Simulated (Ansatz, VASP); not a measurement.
## Two plane-wave programs on Ir

```xyz
2
Lattice="2.7213 0.0000 0.0000 -1.3607 2.3567 0.0000 0.0000 0.0000 4.4100" Properties=species:S:1:pos:R:3 pbc="T T T"
Ir    1.3607    0.7856    3.3075
Ir    0.0000    1.5712    1.1025
```

Alike in both runs: functional PBEsol; k mesh 18 × 18 × 10; occupations fermi-dirac, width 0.15 eV; no spin polarisation.

Ansatz relaxed the structure, and its values are those at the end. VASP's run is a single point on that final structure, the one shown.

```csv
,VASP,Ansatz
version,VASP 6.6.1,Ansatz 0.2.0
potentials or method,"VASP PAW PBE potentials, release 64 (Ir), cutoff 500 eV","scalar-relativistic, plane waves, PAW"
valence electrons in the cell,18,34
```

Ansatz gave:

- gap on the k mesh at the Fermi level (eV): none
- pressure (GPa): 0.0

Problem. What did VASP give for the same quantities?

Solution. gap on the k mesh at the Fermi level (eV): none; pressure (GPa): 0.9.

VASP's potentials were made for PBE, not for PBEsol. A gap of «none» marks a metal or a gap that the smearing closes. VASP's potentials hold 18 valence electrons a cell and Ansatz's 34, so a difference there can come from the potentials and not from the codes.

Neither program's run includes spin-orbit coupling.
